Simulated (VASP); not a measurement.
# MgO (P6_3mc) in VASP: notebook, part 2 of 2

VASP 6.6.1. The steps go on from the part before.

## Step 3: Relaxation of cell and atoms, PBEsol

This run uses another cell than the first one, of 10.20 Å³/atom.

INCAR

```
ALGO = Normal ; EDIFF = 1E-6
EDIFFG = -0.01 ; ENCUT = 600
GGA = PS ; IBRION = 2
ISIF = 3 ; ISMEAR = -1
LASPH = T ; LCHARG = F
LREAL = F ; LWAVE = F
NELM = 60 ; NSW = 100
PREC = Accurate ; SIGMA = 0.03
```

KPOINTS

```
k-points
0
Gamma
  9 9 2
```

POSCAR

```
MgO
1.0
    3.0672510559      0.0000000000      0.0000000000
   -1.5336255280      2.6563173342      0.0000000000
    0.0000000000      0.0000000000     10.0176419486
Mg O
4 4
Direct
    0.0000000000      0.0000000000      0.0000000000
    0.3333333333      0.6666666667      0.2500000000
    0.0000000000      0.0000000000      0.5000000000
    0.6666666667      0.3333333333      0.7500000000
    0.0000000000      0.0000000000      0.1875000000
    0.3333333333      0.6666666667      0.4375000000
    0.0000000000      0.0000000000      0.6875000000
    0.6666666667      0.3333333333      0.9375000000
```

Potentials or basis: VASP PAW PBE potentials, release 64 (Mg, O).

The run is started by

```bash
$ cat potpaw_PBE.64/Mg/POTCAR potpaw_PBE.64/O/POTCAR > POTCAR
$ mpirun -np 1 vasp_std > vasp.out
```

OUTCAR:

```text
EDIFF = 1E-6
   EDIFFG = -0.01
   ENCUT = 600
   GGA = PS
   IBRION = 2
   ISIF = 3
   ISMEAR = -1
   LASPH = T
   LREAL = F
   NELM = 60
   NSW = 100
   PREC = Accurate

 ion  position               nearest neighbor table
   1  0.000  0.000  0.000-   8 1.88   8 1.88   8 1.88   5 1.88   4 3.07   2 3.07   4 3.07   2 3.07
                             2 3.07   4 3.07
   2  0.333  0.667  0.250-   5 1.88   5 1.88   5 1.88   6 1.88   3 3.07   1 3.07   1 3.07   3 3.07
                             3 3.07   1 3.07
   3  0.000  0.000  0.500-   6 1.88   6 1.88   6 1.88   7 1.88   4 3.07   2 3.07   2 3.07   4 3.07
                             2 3.07   4 3.07
   4  0.667  0.333  0.750-   7 1.88   7 1.88   7 1.88   8 1.88   3 3.07   1 3.07   3 3.07   1 3.07
                             1 3.07   3 3.07
   5  0.000  0.000  0.188-   2 1.88   2 1.88   2 1.88   1 1.88
   6  0.333  0.667  0.438-   3 1.88   3 1.88   3 1.88   2 1.88
   7  0.000  0.000  0.688-   4 1.88   4 1.88   4 1.88   3 1.88
   8  0.667  0.333  0.938-   1 1.88   1 1.88   1 1.88   4 1.88

  LATTYP: Found a hexagonal cell.
 ALAT       =     3.0672510559
 C/A-ratio  =     3.2660000000

  Lattice vectors:

 A1 = (   3.0672510559,   0.0000000000,   0.0000000000)
 A2 = (  -1.5336255280,   2.6563173342,   0.0000000000)
 A3 = (   0.0000000000,   0.0000000000,  10.0176419486)

Analysis of symmetry for initial positions (statically):
=====================================================================
 Subroutine PRICEL returns:
 Original cell was already a primitive cell.

 Routine SETGRP: Setting up the symmetry group for a
 hexagonal supercell.

 Subroutine GETGRP returns: Found 12 space group operations
 (whereof  6 operations were pure point group operations)
 out of a pool of 24 trial point group operations.

The static configuration has the point symmetry C_3v.
 The point group associated with its full space group is C_6v.

Analysis of symmetry for dynamics (positions and initial velocities):
=====================================================================
 Subroutine PRICEL returns:
 Original cell was already a primitive cell.

 Routine SETGRP: Setting up the symmetry group for a
 hexagonal supercell.

 Subroutine GETGRP returns: Found 12 space group operations
[... 109 lines left out ...]
   ISPIN  =      1    spin polarized calculation?
   LNONCOLLINEAR =      F non collinear calculations
   LSORBIT =      F    spin-orbit coupling
   LASPH  =      T    aspherical Exc in radial PAW
   ENCUT  =  600.0 eV  44.10 Ry    6.64 a.u.   6.13  6.13 20.01*2*pi/ulx,y,z
   NELM   =     60;   NELMIN=  2; NELMDL= -5     # of ELM steps
   EDIFF  = 0.1E-05   stopping-criterion for ELM
   LREAL  =      F    real-space projection
   EDIFFG = -.1E-01   stopping-criterion for IOM
   NSW    =    100    number of steps for IOM
   IBRION =      2    ionic relax: 0-MD 1-quasi-New 2-CG
   NFREE  =      1    steps in history (QN), initial steepest desc. (CG)
   ISIF   =      3    stress and relaxation
   ISYM   =      2    0-nonsym 1-usesym 2-fastsym
   POTIM  = 0.5000    time-step for ionic-motion
   TEBEG  =    0.0;   TEEND  =   0.0 temperature during run
   PSTRESS=    0.0 pullay stress
   NELECT =      32.0000    total number of electrons
   NUPDOWN=      -1.0000    fix difference up-down
   EMIN   =  10.00;   EMAX   =-10.00  energy-range for DOS
   EFERMI =   0.00;   METHOD = LEGACY
   ISMEAR =    -1;   SIGMA  =   0.03  broadening in eV -4-tet -1-fermi 0-gaus
   EFERMI_NEDOS =   21; number of points for ismear=-14 and -15
   IALGO  =     38    algorithm
   IMIX   =      4    mixing-type and parameters
     AMIX     =   0.40;   BMIX     =  1.00
     AMIX_MAG =   1.60;   BMIX_MAG =  1.00
  volume/ion in A,a.u.               =      10.20        68.85
  Fermi-wavevector in a.u.,A,eV,Ry     =   1.198192  2.264255 19.533409  1.435665
  Thomas-Fermi vector in A             =   2.334088
   LORBIT       =      0    0 simple, 1 ext, 2 COOP (PROOUT), +10 PAW based schemes
   GGA     = PS    functional components
   LHFCALC =     F    Hartree Fock is set to
   AEXX    =    0.0000 exact exchange contribution
   IVDW    =     0    specifies the selected vdW correction
   LEPSILON=     F    determine dielectric tensor
   LRPA    =     F    only Hartree local field effects (RPA)
 conjugate gradient relaxation of ions
 non-spin polarized calculation
  energy-cutoff  :      600.00
  volume of cell :       81.62
 maximum number of plane-waves:      2748
 NGX is ok and might be reduce to    28
   NGX = 13   NGY = 13   NGZ = 41

--------------------------------------- Ionic step        1  -------------------------------------------

 number of electron      32.0000001 magnetization

 Free energy of the ion-electron system (eV)
  ---------------------------------------------------
  ext. energy  EPLUGINS =         0.00000000
  ---------------------------------------------------
  free energy    TOTEN  =       -47.92847879 eV

  energy without entropy =      -47.92847879  energy(sigma->0) =      -47.92847879

 E-fermi :   2.2178     XC(G=0): -10.6407

 val. band max:        1.5226759271   @ k =   0.0000   0.0000   0.0000
 cond. band min:       6.0114074062   @ k =   0.0000   0.0000   0.0000
 fundamental gap:      4.4887314791
 Fermi energy:         2.2178257062
[... 1450 lines left out ...]
--------------------------------------- Ionic step        8  -------------------------------------------

 number of electron      32.0000001 magnetization

 Free energy of the ion-electron system (eV)
  ---------------------------------------------------
  ext. energy  EPLUGINS =         0.00000000
  ---------------------------------------------------
  free energy    TOTEN  =       -48.92889698 eV

  energy without entropy =      -48.92889698  energy(sigma->0) =      -48.92889698

 E-fermi :   1.4209     XC(G=0):  -9.9383

 val. band max:        0.7299146284   @ k =   0.0000   0.0000   0.0000
 cond. band min:       4.2053927129   @ k =   0.0000   0.0000   0.0000
 fundamental gap:      3.4754780845
 Fermi energy:         1.4209000932
[... 609 lines left out ...]
  FREE ENERGIE OF THE ION-ELECTRON SYSTEM (eV)
  ---------------------------------------------------
  free  energy   TOTEN  =       -48.9288969808 eV

  energy  without entropy=      -48.9288969807  energy(sigma->0) =      -48.92889698

 reached required accuracy - stopping structural energy minimisation
```

OSZICAR:

```text
N       E                     dE             d eps       ncg     rms          rms(c)
DAV:   1     0.191852991572E+03    0.19185E+03   -0.17591E+04  1008   0.155E+03
DAV:   2    -0.430398672329E+02   -0.23489E+03   -0.22556E+03  1439   0.306E+02
DAV:   3    -0.562183343976E+02   -0.13178E+02   -0.13126E+02  1203   0.774E+01
DAV:   4    -0.563139548328E+02   -0.95620E-01   -0.95603E-01  1103   0.768E+00
[... 63 lines left out ...]
DAV:   1    -0.489297510008E+02   -0.11565E-02   -0.55436E-02  1008   0.189E+00    0.216E-01
DAV:   2    -0.489289218122E+02    0.82919E-03   -0.43740E-03  1128   0.460E-01    0.316E-02
DAV:   3    -0.489289041769E+02    0.17635E-04   -0.65238E-05  1038   0.666E-02    0.164E-02
DAV:   4    -0.489288971103E+02    0.70667E-05   -0.12144E-05  1198   0.313E-02    0.528E-03
DAV:   5    -0.489288969808E+02    0.12950E-06   -0.34992E-06   963   0.146E-02
   8 F= -.48928897E+02 E0= -.48928897E+02  d E =-.589752E-03
```

Wall time 9.4 min (1 thread of Intel Xeon 8259CL, shared host); peak memory 0.27 GiB.

What came out:

| Item | Value |
| --- | --- |
| Free energy | -48.9289 eV |
| Relaxed volume | 11.92 Å³/atom |
| Relaxed cell | a = 3.252 Å, b = 3.252 Å, c = 10.411 Å, α = 90.00°, β = 90.00°, γ = 120.00° |
| Space group after relaxing (to 0.1 Å) | P6_3mc (No. 186) |
| Energy gained by relaxing | 125.1 meV/atom |
| Ionic steps | 8 |
| Pressure after relaxing | 0.0 GPa |
| Largest force after relaxing | 0.009 eV/Å |
| Band gap on the k mesh | 3.48 eV |

Forces on the atoms (eV/Å):
```
Mg   0.000  0.000  0.009
Mg   0.000  0.000 -0.008
Mg   0.000  0.000  0.009
Mg   0.000  0.000 -0.008
O    0.000  0.000 -0.005
O    0.000  0.000  0.005
O    0.000  0.000 -0.005
O    0.000  0.000  0.005
```

The path:
| step | energy change (eV) | largest force (eV/Å) | pressure (GPa) | volume (Å³) |
| --- | --- | --- | --- | --- |
| 1 | 0.0000 | 0.2251 | 26.21 | 81.62 |
| 2 | -0.7949 | 0.0703 | -7.96 | 102.96 |
| 3 | -0.9930 | 0.0900 | 0.05 | 95.37 |
| 4 | -0.9928 | 0.0881 | -0.33 | 95.66 |
| 5 | -0.9962 | 0.0623 | -0.31 | 95.65 |
| 6 | -0.9998 | 0.0644 | -0.30 | 95.61 |
| 7 | -1.0001 | 0.0320 | 0.26 | 95.16 |
| 8 | -1.0004 | 0.0086 | 0.02 | 95.35 |

Final structure:
```
Mg O
1.0
     3.25200    0.00000    0.00000
    -1.62600    2.81632    0.00000
     0.00000    0.00000   10.41052
Mg O
4 4
Direct
  0.00000 0.00000 0.99779
  0.33333 0.66667 0.24922
  0.00000 0.00000 0.49779
  0.66667 0.33333 0.74922
  0.00000 0.00000 0.18920
  0.33333 0.66667 0.43879
  0.00000 0.00000 0.68920
  0.66667 0.33333 0.93879
```

Levels at points of the mesh, in eV from the valence-band top:
```
           k point  band 12  band 13  band 14  band 15  band 16  band 17  band 18  band 19  band 20  band 21
(0.00, 0.00, 0.00)    -0.23    -0.23    -0.12    -0.12     0.00     3.48     5.83     5.93     8.54     9.75
(0.00, 0.00, 0.50)    -0.32    -0.16    -0.16    -0.16    -0.16     4.32     4.32     7.45     7.45    10.98
```

Caveat: the volume moved by over 15 % at a fixed basis, so the end points are rough; the PAW data sets were made with another functional, which shifts forces and pressure a little.

## Step 4: Single point, r2SCAN+rVV10

This run uses another cell than the first one, of 11.79 Å³/atom.

POSCAR

```
MgO
1.0
    3.2406520488      0.0000000000      0.0000000000
   -1.6203260244      2.8064869990      0.0000000000
    0.0000000000      0.0000000000     10.3709734939
Mg O
4 4
Direct
    0.0000000000      0.0000000000     -0.0021828373
    0.3333333333      0.6666666667      0.2491746314
    0.0000000000      0.0000000000      0.4978171627
    0.6666666667      0.3333333333      0.7491746314
    0.0000000000      0.0000000000      0.1891813157
    0.3333333333      0.6666666667      0.4388268903
    0.0000000000      0.0000000000      0.6891813157
    0.6666666667      0.3333333333      0.9388268903
```

INCAR.step1

```
SYSTEM = MgO
  ALGO = Normal
  EDIFF = 1E-4
  ENCUT = 520
  GGA = PE
  ISMEAR = -1
  LASPH = .True.
  LCHARG = .False.
  LREAL = .False.
  LWAVE = .True.
  NBANDS = 26
  NELM = 60
  PREC = Accurate
  SIGMA = 0.03
```

INCAR.step2

```
SYSTEM = MgO
  ALGO = Normal
  BPARAM = 11.95
  CPARAM = 0.0093
  EDIFF = 1E-7
  ENCUT = 520
  ISIF = 2
  ISMEAR = -1
  ISTART = 1
  IVDW_NL = 2
  LASPH = .True.
  LCHARG = .False.
  LMIXTAU = .True.
  LREAL = .False.
  LUSE_VDW = .True.
  LWAVE = .False.
  METAGGA = R2SCAN
  NBANDS = 26
  NELM = 60
  PREC = Accurate
  SIGMA = 0.03
```

KPOINTS

```
k-points
0
Gamma
  12 12 2
  0 0 0
```

Potentials or basis: VASP PAW PBE potentials, release 64 (Mg, O).

The run is started by

```bash
$ cat potpaw_PBE.64/Mg/POTCAR potpaw_PBE.64/O/POTCAR > POTCAR
$ cp INCAR.step1 INCAR
$ mpirun -np 1 vasp_std > vasp.out
$ cp INCAR.step2 INCAR
$ mpirun -np 1 vasp_std > vasp.out
```

OUTCAR:

```text
SYSTEM = MgO
   BPARAM = 11.95
   EDIFF = 1E-7
   ENCUT = 520
   ISIF = 2
   ISMEAR = -1
   ISTART = 1
   IVDW_NL = 2
   LASPH = .True.
   LREAL = .False.
   METAGGA = R2SCAN
   NELM = 60
   PREC = Accurate

 ion  position               nearest neighbor table
   1  0.000  0.000  0.998-   8 1.97   8 1.97   8 1.97   5 1.98   4 3.19   4 3.19   4 3.19   2 3.21
                             2 3.21   2 3.21
   2  0.333  0.667  0.249-   6 1.97   5 1.97   5 1.97   5 1.97   3 3.19   3 3.19   3 3.19   1 3.21
                             1 3.21   1 3.21
   3  0.000  0.000  0.498-   6 1.97   6 1.97   6 1.97   7 1.98   2 3.19   2 3.19   2 3.19   4 3.21
                             4 3.21   4 3.21
   4  0.667  0.333  0.749-   8 1.97   7 1.97   7 1.97   7 1.97   1 3.19   1 3.19   1 3.19   3 3.21
                             3 3.21   3 3.21
   5  0.000  0.000  0.189-   2 1.97   2 1.97   2 1.97   1 1.98
   6  0.333  0.667  0.439-   2 1.97   3 1.97   3 1.97   3 1.97
   7  0.000  0.000  0.689-   4 1.97   4 1.97   4 1.97   3 1.98
   8  0.667  0.333  0.939-   4 1.97   1 1.97   1 1.97   1 1.97

  LATTYP: Found a hexagonal cell.
 ALAT       =     3.2406520488
 C/A-ratio  =     3.2002736911

  Lattice vectors:

[... 203 lines left out ...]
      2     -16.1583      2.00000
      3     -16.1446      2.00000
      4     -15.7927      2.00000
      5      -2.6515      2.00000
      6      -1.4375      2.00000
[... 685 lines left out ...]
     25      14.8196      0.00000
     26      14.8196      0.00000

 [... further k-points ...]

------------------------ aborting loop because EDIFF is reached ----------------------------------------

  FORCE on cell =-STRESS in cart. coord.  units (eV):
  Direction    XX          YY          ZZ          XY          YZ          ZX
  --------------------------------------------------------------------------------------
  -------------------------------------------------------------------------------------
  Total       -0.2769732     -0.2769732     -0.2617090      0.0000000      0.0000000     -0.0000000
  in kB       -4.7047152     -4.7047152     -4.4454343      0.0000000      0.0000000     -0.0000000
  external PRESSURE =      -4.6182882 kB  Pullay stress =       0.0000000 kB

 VOLUME and BASIS-vectors are now :
 -----------------------------------------------------------------------------
  energy-cutoff  :      520.00
  volume of cell :       94.32
      direct lattice vectors                 reciprocal lattice vectors
     3.240652049  0.000000000  0.000000000     0.308579874  0.178158673  0.000000000
    -1.620326024  2.806486999  0.000000000     0.000000000  0.356317346  0.000000000
     0.000000000  0.000000000 10.370973494     0.000000000  0.000000000  0.096422964

 POSITION                                       TOTAL-FORCE (eV/Angst)
 -----------------------------------------------------------------------------------
      0.00000      0.00000     10.34834        -0.000000     -0.000000      0.003052
     -0.00000      1.87099      2.58418        -0.000000     -0.000000     -0.001228
      0.00000      0.00000      5.16285         0.000000     -0.000000      0.003052
      1.62033      0.93550      7.76967         0.000000      0.000000     -0.001228
      0.00000      0.00000      1.96199        -0.000000     -0.000000     -0.001544
     -0.00000      1.87099      4.55106         0.000000     -0.000000     -0.000280
      0.00000      0.00000      7.14748         0.000000     -0.000000     -0.001544
      1.62033      0.93550      9.73655        -0.000000     -0.000000     -0.000280
 -----------------------------------------------------------------------------------
    total drift:                                0.000001      0.000002     -0.025692

  FREE ENERGIE OF THE ION-ELECTRON SYSTEM (eV)
  ---------------------------------------------------
  free  energy   TOTEN  =       -62.2975171262 eV

  energy  without entropy=      -62.2975171262  energy(sigma->0) =      -62.29751713
```

OUTCAR.step1:

```text
SYSTEM = MgO
   EDIFF = 1E-4
   ENCUT = 520
   GGA = PE
   ISMEAR = -1
   LASPH = .True.
   LREAL = .False.
   NELM = 60
[... 944 lines left out ...]
     -0.00000      1.87099      4.55106         0.000000      0.000000      0.007858
      0.00000      0.00000      7.14748         0.000000     -0.000000     -0.000869
      1.62033      0.93550      9.73655        -0.000000      0.000000      0.007858
 -----------------------------------------------------------------------------------
    total drift:                                0.000000      0.000001      0.000927

  FREE ENERGIE OF THE ION-ELECTRON SYSTEM (eV)
  ---------------------------------------------------
  free  energy   TOTEN  =       -46.8747290275 eV

  energy  without entropy=      -46.8747290275  energy(sigma->0) =      -46.87472903
```

OSZICAR.step1:

```text
N       E                     dE             d eps       ncg     rms          rms(c)
DAV:   1     0.154915796776E+03    0.15492E+03   -0.15232E+04  1976   0.109E+03
DAV:   2    -0.434793744475E+02   -0.19840E+03   -0.18786E+03  2578   0.242E+02
DAV:   3    -0.554791068120E+02   -0.12000E+02   -0.11945E+02  2506   0.610E+01
DAV:   4    -0.555554898306E+02   -0.76383E-01   -0.76361E-01  2270   0.565E+00
DAV:   5    -0.555559504898E+02   -0.46066E-03   -0.46061E-03  2452   0.434E-01    0.167E+01
DAV:   6    -0.469751928201E+02    0.85808E+01   -0.31700E+01  2192   0.324E+01    0.550E+00
DAV:   7    -0.468910683416E+02    0.84124E-01   -0.49418E-01  2074   0.438E+00    0.324E+00
DAV:   8    -0.468775286693E+02    0.13540E-01   -0.19423E-01  2180   0.415E+00    0.641E-01
DAV:   9    -0.468727115779E+02    0.48171E-02   -0.15598E-02  2512   0.820E-01    0.179E-01
DAV:  10    -0.468747336159E+02   -0.20220E-02   -0.32682E-03  2104   0.305E-01    0.732E-02
DAV:  11    -0.468747290275E+02    0.45884E-05   -0.96277E-05  1640   0.761E-02
   1 F= -.46874729E+02 E0= -.46874729E+02  d E =-.446268E-11
```

Wall time 12 min (1 thread of Intel Xeon 8259CL, shared host); peak memory 0.44 GiB.

Results:

| Property | Result |
| --- | --- |
| Free energy | -62.2975 eV |
| Pressure | -0.5 GPa |
| Largest force | 0.003 eV/Å |
| Band gap on the k mesh | 4.26 eV |

Forces in eV/Å, atoms in the order of the input:
```
Mg   0.000  0.000  0.003
Mg   0.000  0.000 -0.001
Mg   0.000  0.000  0.003
Mg   0.000  0.000 -0.001
O    0.000  0.000 -0.002
O    0.000  0.000  0.000
O    0.000  0.000 -0.002
O    0.000  0.000  0.000
```

Levels at points of the mesh, in eV from the valence-band top:
| k point | band 14 | band 15 | band 16 | band 17 | band 18 | band 19 |
| --- | --- | --- | --- | --- | --- | --- |
| (0.00, 0.00, 0.00) | -0.13 | -0.13 | 0.00 | 4.26 | 6.64 | 6.75 |
| (0.50, 0.00, 0.00) | -0.59 | -0.31 | -0.29 | 7.41 | 7.76 | 9.11 |
| (0.00, 0.00, 0.50) | -0.16 | -0.16 | -0.16 | 5.09 | 5.09 | 8.35 |
| (0.50, 0.00, 0.50) | -0.56 | -0.39 | -0.39 | 7.67 | 7.67 | 9.03 |

Caveat: the PAW data sets were made with another functional, which shifts forces and pressure a little. A k mesh can miss the band edges.

## Step 5: Overview

| task | level | cell | k mesh | cutoff (eV) | gap on the mesh (eV) | pressure (GPa) |
| --- | --- | --- | --- | --- | --- | --- |
| single point | PBEsol | a = 3.255, b = 3.255, c = 10.415 Å, angles 90.0, 90.0, 120.0°, 8 atoms, atomic positions A | 9 × 9 × 2 | 520 | 3.46 | -0.3 |
| relaxation of cell and atoms | PBEsol | relaxed from a = 3.067, b = 3.067, c = 10.018 Å, angles 90.0, 90.0, 120.0°, 8 atoms, atomic positions B | 9 × 9 × 2 | 600 | 3.48 | 0.0 |
| single point | r2SCAN+rVV10 | a = 3.241, b = 3.241, c = 10.371 Å, angles 90.0, 90.0, 120.0°, 8 atoms, atomic positions A | 12 × 12 × 2 | 520 | 4.26 | -0.5 |

Alike in all rows: potentials or basis VASP PAW PBE potentials, release 64 (Mg, O); no spin polarisation; smearing fermi-dirac 0.03 eV.

Caveats: the PAW data sets were made with another functional, which shifts forces and pressure a little; the volume moved by over 15 % at a fixed basis, so the end points are rough (at least some runs).

Absolute energies hang on the potentials; compare differences alone.
